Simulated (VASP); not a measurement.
Write the native input for VASP 6.6.1 that does the following.

```yaml
Task: relaxation of cell and atoms
Functional: PBE
Potentials_or_basis: VASP PAW PBE potentials, release 64 (Al, Ga_d, Sb)
Cutoff: 600 eV
k_mesh: 3 × 3 × 4
Occupations: gaussian, width 0.1 eV
Spin: no spin polarisation
Dipole_correction: no
Further_INCAR_settings: ALGO = Normal; EDIFF = 1e-06; IBRION = 2; EDIFFG = -0.04; NSW = 90; ISIF = 3
```

The structure of Al2GaSb3 lies in POSCAR:

```
Al2GaSb3
1.0
    6.5036206600      0.0000000000      0.0000000000
   -3.2518103300      5.6323007100      0.0000000000
    0.0000000000      0.0000000000      3.7683417700
Al Ga Sb
2 1 3
Direct
    0.6666666700      0.3333333300      0.0000000000
    0.3333333300      0.6666666700      0.0000000000
    0.0000000000      0.0000000000      0.0000000000
    0.5000000000      0.0000000000      0.5000000000
    0.0000000000      0.5000000000      0.5000000000
    0.5000000000      0.5000000000      0.5000000000
```

The cell was built from a structure type or drawn by symmetry, and may not be a known phase.

One way to write it, as run:

INCAR

```
SYSTEM = Al2GaSb3
PREC = Accurate
ENCUT = 600
EDIFF = 1E-6
ISMEAR = 0
SIGMA = 0.1
LREAL = .False.
LASPH = .True.
NELM = 100
ALGO = Normal
ISIF = 3
LWAVE = .False.
LCHARG = .False.
GGA = PE
IBRION = 2
NSW = 90
EDIFFG = -0.04
```

KPOINTS

```
Automatic mesh
0
Gamma
  3 3 4
  0 0 0
```

Potentials or basis: VASP PAW PBE potentials, release 64 (Al, Ga_d, Sb).

Launch:

```sh
$ cat potpaw_PBE.64/Al/POTCAR potpaw_PBE.64/Ga_d/POTCAR potpaw_PBE.64/Sb/POTCAR > POTCAR
$ mpirun -np 1 vasp_std > vasp.out
```

It gave:

```
Relaxed volume                        : 28.49 Å³/atom
Relaxed cell                          : a = 7.125 Å, b = 7.125 Å, c = 3.888 Å, α = 90.00°, β = 90.00°, γ = 120.00°
Space group after relaxing (to 0.1 Å) : P6/mmm (No. 191)
Energy gained by relaxing             : 213.2 meV/atom
Ionic steps                           : 6
Pressure after relaxing               : 0.0 GPa
Band gap on the k mesh                : zero (bands 17 and 18 overlap by 1.48 eV)
```

Caveat: the k points lie up to 0.40 Å⁻¹ apart in the final cell, too coarse for converged energies and pressures of a metal; the volume moved by over 15 % at a fixed basis, so the end points are rough; spin-orbit coupling is left out, which moves the levels of the heavy elements.

It took 4 min on 1 thread of Intel Xeon 8259CL, on a shared host, peak memory 0.31 GiB.
